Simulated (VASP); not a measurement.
# YRuW3: relaxation of cell and atoms with PBE

YRuW3:

```
Y Ru W
1.0
     4.36478    0.00000    0.00000
     0.00000    4.36478    0.00000
     0.00000    0.00000    4.36478
Y Ru W
1 1 3
Direct
  0.00000 0.00000 0.00000
  0.50000 0.50000 0.50000
  0.00000 0.50000 0.50000
  0.50000 0.00000 0.50000
  0.50000 0.50000 0.00000
```

```
Program                : VASP 6.6.1
Task                   : relaxation of cell and atoms
Functional             : PBE
Potentials or basis    : VASP PAW PBE potentials, release 64 (Y_sv, Ru_pv, W_sv)
Cutoff                 : 600 eV
k mesh                 : 4 × 4 × 4
Occupations            : gaussian, width 0.1 eV
Spin                   : no spin polarisation
Dipole correction      : no
Further INCAR settings : ALGO = Fast; EDIFF = 1e-07; IBRION = 2; EDIFFG = -0.04; NSW = 90; ISIF = 3
```

The relaxed volume is 21.73 Å³/atom. The relaxed cell is a = 4.771 Å, b = 4.771 Å, c = 4.771 Å, α = 90.00°, β = 90.00°, γ = 90.00° and the space group after relaxing (to 0.1 Å) is Pm-3m (No. 221). The pressure after relaxing is 0.2 GPa and the band gap on the k mesh is zero (an odd number of electrons rules out a gap without spin polarisation).

Final structure:
```xyz
5
Lattice="4.7714 0.0000 0.0000 0.0000 4.7714 0.0000 0.0000 0.0000 4.7714" Properties=species:S:1:pos:R:3 pbc="T T T"
Y     0.0000    0.0000    0.0000
Ru    2.3857    2.3857    2.3857
W     0.0000    2.3857    2.3857
W     2.3857    0.0000    2.3857
W     2.3857    2.3857    0.0000
```

Levels at points of the mesh, in eV from the Fermi level:
| k point | band 32 | band 33 | band 34 | band 35 | band 36 | band 37 |
| --- | --- | --- | --- | --- | --- | --- |
| (0.00, 0.00, 0.00) | 1.08 | 1.08 | 2.30 | 2.30 | 2.30 | 2.44 |
| (0.50, 0.00, 0.00) | -0.55 | -0.03 | -0.03 | 0.26 | 0.54 | 1.95 |
| (0.50, 0.50, 0.00) | -0.98 | -0.11 | -0.11 | -0.05 | 0.22 | 0.41 |
| (0.50, 0.50, 0.50) | -0.91 | -0.50 | -0.50 | -0.50 | 0.32 | 0.32 |

It took 16 min on 1 thread of Oxide Virtual Turin-like Processor, with other jobs on the host, peak memory 0.22 GiB.

Caveat: the volume moved by over 15 % at a fixed basis, so the end points are rough; spin-orbit coupling is left out, which moves the levels of the heavy elements.
